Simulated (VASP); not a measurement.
SnPt3: relaxation of cell and atoms with LDA

Crystal: SnPt3.

```
Sn Pt
1.0
     3.97970    0.00000    0.00000
     0.00000    3.97970    0.00000
     0.00000    0.00000    3.97970
Sn Pt
1 3
Direct
  0.00000 0.00000 0.00000
  0.00000 0.50000 0.50000
  0.50000 0.00000 0.50000
  0.50000 0.50000 0.00000
```

```json
{"Program": "VASP 6.6.1", "Task": "relaxation of cell and atoms", "Functional": "LDA", "Potentials or basis": "VASP PAW LDA potentials, release 64 (Sn_d, Pt)", "Cutoff": "600 eV", "k mesh": "10 × 10 × 10", "Occupations": "fermi-dirac, width 0.15 eV", "Spin": "no spin polarisation", "Dipole correction": "no", "Further INCAR settings": "ALGO = Fast; EDIFF = 1e-06; IBRION = 2; EDIFFG = -0.001; NSW = 80; ISIF = 3"}
```

```
Relaxed volume                        : 15.82 Å³/atom
Relaxed cell                          : a = 3.985 Å, b = 3.985 Å, c = 3.985 Å, α = 90.00°, β = 90.00°, γ = 90.00°
Space group after relaxing (to 0.1 Å) : Pm-3m (No. 221)
Energy gained by relaxing             : 0.2 meV/atom
Ionic steps                           : 6
Pressure after relaxing               : 0.0 GPa
Band gap on the k mesh                : zero (bands 22 and 23 overlap by 0.47 eV)
```

Step by step:
```
step  energy change (eV)  largest force (eV/Å)  pressure (GPa)  volume (Å³)
   1              0.0000                0.0000            0.94        63.03
   2              0.0034                0.0000           -2.24        63.88
   3             -0.0008                0.0000            0.02        63.28
   4             -0.0008                0.0000           -0.02        63.29
   5             -0.0008                0.0000            0.05        63.27
   6             -0.0008                0.0000           -0.01        63.28
```

Final structure:
```yaml
crystal:
  lattice:
    - [3.98502, 0.00000, 0.00000]
    - [0.00000, 3.98502, 0.00000]
    - [0.00000, 0.00000, 3.98502]
  atoms:
    - { symbol: Sn, position: [0.00000, 0.00000, 0.00000] }
    - { symbol: Pt, position: [0.00000, 0.50000, 0.50000] }
    - { symbol: Pt, position: [0.50000, 0.00000, 0.50000] }
    - { symbol: Pt, position: [0.50000, 0.50000, 0.00000] }
```

Levels at points of the mesh, in eV from the Fermi level:
```tsv
k point	band 19	band 20	band 21	band 22	band 23	band 24	band 25	band 26
(0.00, 0.00, 0.00)	-1.33	-1.33	-0.48	0.07	0.07	0.07	2.91	6.30
(0.50, 0.00, 0.00)	-2.62	-2.48	-1.22	0.07	1.77	3.87	3.87	5.33
(0.50, 0.50, 0.00)	-2.72	-2.21	-2.04	-1.66	0.86	0.86	5.08	6.71
(0.50, 0.50, 0.50)	-2.20	-2.20	-0.87	-0.39	-0.39	-0.39	0.86	3.64
```

Wall time 7.1 min on 1 thread of Intel Xeon 8259CL (shared host), peak memory 0.24 GiB.

Caveat: spin-orbit coupling is left out, which moves the levels of the heavy elements.
